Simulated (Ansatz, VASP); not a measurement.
**SbBr: VASP beside Ansatz**

The input INCAR:

```
PREC = Accurate
ENCUT = 600
EDIFF = 1E-6
ISMEAR = 0
SIGMA = 0.1
LREAL = False
LASPH = True
NELM = 80
ALGO = Normal
ISIF = 3
LWAVE = False
LCHARG = False
GGA = PE
IBRION = 2
NSW = 100
EDIFFG = -0.01
```

The input KPOINTS:

```
Automatic mesh
0
Gamma
  16 16 16
```

POSCAR

```
SbBr
1.0
    0.0000000000      3.1591911084      3.1591911084
    3.1591911084      0.0000000000      3.1591911084
    3.1591911084      3.1591911084      0.0000000000
Sb Br
1 1
Direct
    0.5000000000      0.5000000000      0.5000000000
    0.0000000000      0.0000000000      0.0000000000
```

Input for Ansatz:

```yaml
crystal:
  lattice:
    - [0.0, 3.1591911084, 3.1591911084]
    - [3.1591911084, 0.0, 3.1591911084]
    - [3.1591911084, 3.1591911084, 0.0]
  atoms:
    - { symbol: Sb, position: [0.5, 0.5, 0.5] }
    - { symbol: Br, position: [0.0, 0.0, 0.0] }
basis:
  ecutwfc: 420
kpoints:
  mp_grid: { grid: [16, 16, 16] }
hamiltonian:
  xc: pbe
scf:
  occupations: { method: gaussian, width: 0.1 }
output:
  forces: true
  stress: true
  eigenvalues: true
  write_density: true
  write_potential: true
  elf: true
  volumetric_format: npy
relax:
  adjacent_minimum: "off"
  f_tol: 0.01
  max_steps: 80
  cell: { stress_tol: 0.05 }
```

Change from the starting cell: species swapped into the YS type (Fm-3m, No. 225).

Alike in both runs: task relaxation of cell and atoms; functional PBE; k mesh 16 × 16 × 16; occupations gaussian, width 0.1 eV; no spin polarisation.

```csv
,VASP,Ansatz
version,VASP 6.6.1,Ansatz 0.2.0
potentials or method,"VASP PAW PBE potentials, release 64 (Sb, Br), cutoff 600 eV","scalar-relativistic, plane waves, PAW"
valence electrons in the cell,12,22
```

|  | VASP | Ansatz | Ansatz less VASP |
| --- | --- | --- | --- |
| gap on the k mesh at the Fermi level, each at its own relaxed structure (eV) | none | none | - |
| relaxed volume (Å³/atom) | 31.45 | 31.53 | +0.082 |
| relaxed cell length with the largest relative difference (Å) | 4.464 | 4.468 | +0.0039 |

A gap of «none» marks a metal or a gap that the smearing closes. VASP's potentials hold 12 valence electrons a cell and Ansatz's 22, so a difference there can come from the potentials and not from the codes.

Spin-orbit coupling is off throughout.
